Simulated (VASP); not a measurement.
# Sb (Fm-3m) in VASP: notebook

Runs on Sb. Level: BLYP. Tasks: single point.

Program: VASP 6.6.1. These are calculated values, not measurements. Logs are shortened: lines on timing, memory, paths and dates and some standing lists are left out, and cuts for length are marked.

### 1 The cell of the first run

The structure is cubic, space group Fm-3m (No. 225). The conventional cell has a = 5.017 Å, b = 5.017 Å, c = 5.017 Å, α = 90.00°, β = 90.00°, γ = 90.00°. Within 4.7 Å of Sb (site symmetry m-3m) lie 12 Sb at 3.55 Å.

### 2 Single point, BLYP (volume scaled by 1.04)

File INCAR:

```
PREC = Accurate
ENCUT = 520
EDIFF = 1E-6
ISMEAR = -1
SIGMA = 0.1
LREAL = False
LASPH = True
NELM = 100
ALGO = Normal
ISIF = 2
LWAVE = False
LCHARG = False
GGA = B5
ALDAX = 1.0
AGGAX = 1.0
AGGAC = 1.0
ALDAC = 0.0
NBANDS = 8
```

File KPOINTS:

```
regular mesh
0
Gamma
  12 12 12
```

File POSCAR:

```
Sb
1.0
    0.0000000000      2.5085937731      2.5085937731
    2.5085937731      0.0000000000      2.5085937731
    2.5085937731      2.5085937731      0.0000000000
Sb
1
Direct
    0.0000000000      0.0000000000      0.0000000000
```

Potentials or basis: VASP PAW PBE potentials, release 64 (Sb).

Started as:

```sh
cat potpaw_PBE.64/Sb/POTCAR > POTCAR
mpirun -np 1 vasp_std > vasp.out
```

OUTCAR:

```text
PREC = Accurate
   ENCUT = 520
   EDIFF = 1E-6
   ISMEAR = -1
   LREAL = False
   LASPH = True
   NELM = 100
   ISIF = 2
   GGA = B5

 ion  position               nearest neighbor table
   1  0.000  0.000  0.000-

  LATTYP: Found a face centered cubic cell.
 ALAT       =     5.0171875462

  Lattice vectors:

 A1 = (   0.0000000000,   2.5085937731,   2.5085937731)
 A2 = (   2.5085937731,   0.0000000000,   2.5085937731)
 A3 = (   2.5085937731,   2.5085937731,   0.0000000000)

Analysis of symmetry for initial positions (statically):
=====================================================================
 Subroutine PRICEL returns:
 Original cell was already a primitive cell.

 Routine SETGRP: Setting up the symmetry group for a
 face centered cubic supercell.

 Subroutine GETGRP returns: Found 48 space group operations
 (whereof 48 operations were pure point group operations)
 out of a pool of 48 trial point group operations.

The static configuration has the point symmetry O_h .

Analysis of symmetry for dynamics (positions and initial velocities):
=====================================================================
 Subroutine PRICEL returns:
 Original cell was already a primitive cell.

 Routine SETGRP: Setting up the symmetry group for a
 face centered cubic supercell.

 Subroutine GETGRP returns: Found 48 space group operations
 (whereof 48 operations were pure point group operations)
 out of a pool of 48 trial point group operations.

The dynamic configuration has the point symmetry O_h .

 Subroutine INISYM returns: Found 48 space group operations
 (whereof 48 operations are pure point group operations),
 and found     1 'primitive' translations

----------------------------------------------------------------------------------------

                                     Primitive cell

  volume of cell :      31.5734

  direct lattice vectors                    reciprocal lattice vectors
     0.000000000  2.508593773  2.508593773    -0.199314853  0.199314853  0.199314853
     2.508593773  0.000000000  2.508593773     0.199314853 -0.199314853  0.199314853
     2.508593773  2.508593773  0.000000000     0.199314853  0.199314853 -0.199314853

  length of vectors
     3.547687336  3.547687336  3.547687336     0.345223453  0.345223453  0.345223453

  position of ions in fractional coordinates (direct lattice)
     0.000000000  0.000000000  0.000000000

  ion indices of the primitive-cell ions
   primitive index   ion index
                 1           1

----------------------------------------------------------------------------------------

 KPOINTS: regular mesh

Automatic generation of k-mesh.
 Grid dimensions read from file:
 generate k-points for:   12   12   12

 Generating k-lattice:

  Cartesian coordinates                     Fractional coordinates (reciprocal lattice)
    -0.016609571  0.016609571  0.016609571     0.083333333  0.000000000  0.000000000
     0.016609571 -0.016609571  0.016609571     0.000000000  0.083333333  0.000000000
     0.016609571  0.016609571 -0.016609571     0.000000000  0.000000000  0.083333333

  Length of vectors
     0.028768621  0.028768621  0.028768621

  Shift w.r.t. Gamma in fractional coordinates (k-lattice)
     0.000000000  0.000000000  0.000000000

 Subroutine IBZKPT returns following result:
 ===========================================

 Found     72 irreducible k-points:

 Following reciprocal coordinates:
            Coordinates               Weight
  0.000000  0.000000  0.000000      1.000000
  0.083333  0.000000  0.000000      8.000000
  0.166667  0.000000  0.000000      8.000000
  0.250000  0.000000  0.000000      8.000000
  0.333333  0.000000  0.000000      8.000000
  0.416667  0.000000  0.000000      8.000000
[... 16 lines left out ...]
  0.500000  0.166667  0.000000     24.000000
 -0.416667  0.166667  0.000000     24.000000
 [... further k-points ...]
   k-points           NKPTS =     72   k-points in BZ     NKDIM =     72   number of bands    NBANDS=      8
   number of dos      NEDOS =    301   number of ions     NIONS =      1
   total plane-waves  NPLWV =  21952
   dimension x,y,z NGX =    28 NGY =   28 NGZ =   28
   dimension x,y,z NGXF=    56 NGYF=   56 NGZF=   56
   ions per type =               1
   NGX,Y,Z   is equivalent  to a cutoff of  13.12, 13.12, 13.12 a.u.
   NGXF,Y,Z  is equivalent  to a cutoff of  26.24, 26.24, 26.24 a.u.
 SYSTEM =  unknown system
   PREC   = accura    normal or accurate (medium, high low for compatibility)
   ISTART =      0    job   : 0-new  1-cont  2-samecut
   ICHARG =      2    charge: 1-file 2-atom 10-const
   ISPIN  =      1    spin polarized calculation?
   LNONCOLLINEAR =      F non collinear calculations
   LSORBIT =      F    spin-orbit coupling
   LASPH  =      T    aspherical Exc in radial PAW
   ENCUT  =  520.0 eV  38.22 Ry    6.18 a.u.   6.60  6.60  6.60*2*pi/ulx,y,z
   NELM   =    100;   NELMIN=  2; NELMDL= -5     # of ELM steps
   EDIFF  = 0.1E-05   stopping-criterion for ELM
   LREAL  =      F    real-space projection
   EDIFFG = 0.1E-04   stopping-criterion for IOM
   NSW    =      0    number of steps for IOM
   IBRION =     -1    ionic relax: 0-MD 1-quasi-New 2-CG
   NFREE  =      0    steps in history (QN), initial steepest desc. (CG)
   ISIF   =      2    stress and relaxation
   ISYM   =      2    0-nonsym 1-usesym 2-fastsym
   POTIM  = 0.5000    time-step for ionic-motion
   TEBEG  =    0.0;   TEEND  =   0.0 temperature during run
   PSTRESS=    0.0 pullay stress
   NELECT =       5.0000    total number of electrons
   NUPDOWN=      -1.0000    fix difference up-down
   EMIN   =  10.00;   EMAX   =-10.00  energy-range for DOS
   EFERMI =   0.00;   METHOD = LEGACY
   ISMEAR =    -1;   SIGMA  =   0.10  broadening in eV -4-tet -1-fermi 0-gaus
   EFERMI_NEDOS =   21; number of points for ismear=-14 and -15
   IALGO  =     38    algorithm
   IMIX   =      4    mixing-type and parameters
     AMIX     =   0.40;   BMIX     =  1.00
     AMIX_MAG =   1.60;   BMIX_MAG =  1.00
  volume/ion in A,a.u.               =      31.57       213.07
  Fermi-wavevector in a.u.,A,eV,Ry     =   0.885709  1.673748 10.673509  0.784481
  Thomas-Fermi vector in A             =   2.006779
   LORBIT       =      0    0 simple, 1 ext, 2 COOP (PROOUT), +10 PAW based schemes
   GGA     = B5    functional components
   LHFCALC =     F    Hartree Fock is set to
   AEXX    =    0.0000 exact exchange contribution
   IVDW    =     0    specifies the selected vdW correction
   LEPSILON=     F    determine dielectric tensor
   LRPA    =     F    only Hartree local field effects (RPA)
 non-spin polarized calculation
  energy-cutoff  :      520.00
  volume of cell :       31.57
 maximum number of plane-waves:       881
   NGX = 13   NGY = 13   NGZ = 13

 number of electron       5.0000000 magnetization

 Free energy of the ion-electron system (eV)
  ---------------------------------------------------
  ext. energy  EPLUGINS =         0.00000000
  ---------------------------------------------------
  free energy    TOTEN  =        -2.94222104 eV

  energy without entropy =       -2.91624144  energy(sigma->0) =       -2.92923124

 E-fermi :   7.0635     XC(G=0):  -8.8917

 val. band max:        7.0094601090   @ k =  -0.1667   0.2500   0.0833
 cond. band min:       7.1194466721   @ k =  -0.4167   0.4167   0.0833
 fundamental gap:      0.1099865630
 Fermi energy:         7.0635407238

 k-point     1 :       0.0000    0.0000    0.0000
  band No.  band energies     occupation
      1      -4.7495      2.00000
      2      11.1225      0.00000
      3      11.1225      0.00000
      4      11.1225      0.00000
      5      16.6416      0.00000
      6      16.6416      0.00000
      7      16.6416      0.00000
      8      17.4375      0.00000

 k-point     2 :       0.0833    0.0000    0.0000
  band No.  band energies     occupation
      1      -4.6345      2.00000
      2      10.1843      0.00000
      3      11.0006      0.00000
      4      11.0006      0.00000
      5      15.9799      0.00000
      6      16.8589      0.00000
      7      16.8589      0.00000
      8      17.9955      0.00000

 k-point     3 :       0.1667    0.0000    0.0000
  band No.  band energies     occupation
      1      -4.2935      2.00000
      2       8.2679      0.00001
      3      10.7062      0.00000
      4      10.7062      0.00000
      5      15.3425      0.00000
      6      17.2318      0.00000
      7      17.2318      0.00000
      8      19.0806      0.00000

 k-point     4 :       0.2500    0.0000    0.0000
  band No.  band energies     occupation
      1      -3.7425      2.00000
      2       6.2228      1.99955
      3      10.3685      0.00000
      4      10.3685      0.00000
      5      14.9202      0.00000
      6      16.9846      0.00000
      7      16.9846      0.00000
      8      18.6494      0.00000

 k-point     5 :       0.3333    0.0000    0.0000
  band No.  band energies     occupation
      1      -3.0264      2.00000
      2       4.3601      2.00000
      3      10.0809      0.00000
      4      10.0809      0.00000
      5      14.6773      0.00000
      6      16.4501      0.00000
      7      16.4501      0.00000
      8      17.8271      0.00000

 k-point     6 :       0.4167    0.0000    0.0000
  band No.  band energies     occupation
      1      -2.2824      2.00000
      2       2.9060      2.00000
      3       9.8932      0.00000
      4       9.8932      0.00000
      5      14.5685      0.00000
      6      16.0710      0.00000
      7      16.0710      0.00000
      8      17.2812      0.00000

 k-point     7 :       0.5000    0.0000    0.0000
  band No.  band energies     occupation
      1      -1.9057      2.00000
      2       2.2897      2.00000
      3       9.8285      0.00000
      4       9.8285      0.00000
      5      14.5413      0.00000
      6      15.9389      0.00000
      7      15.9389      0.00000
      8      17.0889      0.00000

 k-point     8 :       0.0833    0.0833    0.0000
  band No.  band energies     occupation
      1      -4.5961      2.00000
      2      10.4620      0.00000
      3      10.6586      0.00000
      4      10.6586      0.00000
      5      15.4985      0.00000
      6      17.2709      0.00000
      7      17.2709      0.00000
      8      17.9185      0.00000

 k-point     9 :       0.1667    0.0833    0.0000
  band No.  band energies     occupation
      1      -4.3301      2.00000
      2       8.9095      0.00000
      3      10.2311      0.00000
      4      10.5691      0.00000
      5      15.1541      0.00000
      6      17.3072      0.00000
      7      17.3262      0.00000
      8      17.8628      0.00000

 k-point    10 :       0.2500    0.0833    0.0000
  band No.  band energies     occupation
      1      -3.8478      2.00000
      2       6.9274      1.59209
      3       9.8514      0.00000
      4      10.2483      0.00000
      5      15.0721      0.00000
      6      16.5697      0.00000
      7      17.6173      0.00000
      8      17.9165      0.00000
[... 78 lines left out ...]
 k-point    18 :      -0.0833    0.0833    0.0000
  band No.  band energies     occupation
      1      -4.4440      2.00000
      2       9.3270      0.00000
      3      10.1428      0.00000
      4      11.0994      0.00000
      5      15.8029      0.00000
      6      16.8899      0.00000
      7      17.0737      0.00000
      8      18.5097      0.00000

 k-point    19 :       0.1667    0.1667    0.0000
  band No.  band energies     occupation
      1      -4.1402      2.00000
      2       9.0047      0.00000
      3       9.6988      0.00000
      4       9.6988      0.00000
      5      14.2521      0.00000
      6      15.9761      0.00000
      7      18.6891      0.00000
      8      18.6891      0.00000

 k-point    20 :       0.2500    0.1667    0.0000
  band No.  band energies     occupation
      1      -3.7315      2.00000
      2       7.5267      0.01928
      3       9.2511      0.00000
      4       9.3764      0.00000
      5      14.1041      0.00000
      6      15.1811      0.00000
      7      18.7819      0.00000
      8      19.1586      0.00000

 k-point    21 :       0.3333    0.1667    0.0000
  band No.  band energies     occupation
      1      -3.1284      2.00000
      2       5.7472      2.00000
      3       8.8369      0.00000
      4       8.9610      0.00000
      5      13.9429      0.00000
      6      15.5896      0.00000
      7      18.5263      0.00000
      8      18.7313      0.00000

 k-point    22 :       0.4167    0.1667    0.0000
  band No.  band energies     occupation
      1      -2.3993      2.00000
      2       4.1239      2.00000
      3       8.2311      0.00002
      4       8.8623      0.00000
      5      13.6971      0.00000
      6      16.5807      0.00000
      7      18.0867      0.00000
      8      18.5873      0.00000

 k-point    23 :       0.5000    0.1667    0.0000
  band No.  band energies     occupation
      1      -1.7480      2.00000
      2       2.9738      2.00000
      3       7.7177      0.00288
      4       8.9652      0.00000
      5      13.6906      0.00000
      6      16.9516      0.00000
      7      17.5538      0.00000
      8      19.6259      0.00000

 k-point    24 :      -0.4167    0.1667    0.0000
  band No.  band energies     occupation
      1      -1.6295      2.00000
      2       2.7931      2.00000
      3       7.3726      0.08695
      4       9.2597      0.00000
      5      13.9484      0.00000
      6      16.8720      0.00000
      7      17.2076      0.00000
      8      20.6057      0.00000

 [... further k-points ...]
[... 5 lines left out ...]
  --------------------------------------------------------------------------------------
  -------------------------------------------------------------------------------------
  Total       -0.2843907     -0.2843907     -0.2843907     -0.0000000     -0.0000000      0.0000000
  in kB      -14.4312844    -14.4312844    -14.4312844     -0.0000000     -0.0000000      0.0000000
  external PRESSURE =     -14.4312844 kB  Pullay stress =       0.0000000 kB

 VOLUME and BASIS-vectors are now :
 -----------------------------------------------------------------------------
  energy-cutoff  :      520.00
  volume of cell :       31.57
      direct lattice vectors                 reciprocal lattice vectors
     0.000000000  2.508593773  2.508593773    -0.199314853  0.199314853  0.199314853
     2.508593773  0.000000000  2.508593773     0.199314853 -0.199314853  0.199314853
     2.508593773  2.508593773  0.000000000     0.199314853  0.199314853 -0.199314853

 POSITION                                       TOTAL-FORCE (eV/Angst)
 -----------------------------------------------------------------------------------
      0.00000      0.00000      0.00000         0.000000      0.000000      0.000000
 -----------------------------------------------------------------------------------
    total drift:                                0.000000      0.000000      0.000000

  FREE ENERGIE OF THE ION-ELECTRON SYSTEM (eV)
  ---------------------------------------------------
  free  energy   TOTEN  =        -2.9422210389 eV

  energy  without entropy=       -2.9162414436  energy(sigma->0) =       -2.92923124
```

Run time: 8.6 s. Hardware: 1 thread of Intel Xeon 6975P-C (Granite Rapids), shared host; peak memory 0.16 GiB.

Results:

| Quantity | Value |
| --- | --- |
| Free energy | -2.9422 eV |
| Pressure | -1.4 GPa |

Caveat: the PAW data sets were made with another functional, which shifts forces and pressure a little; spin-orbit coupling is left out, which moves the levels of the heavy elements.

(Continued in part 2 of 2.)
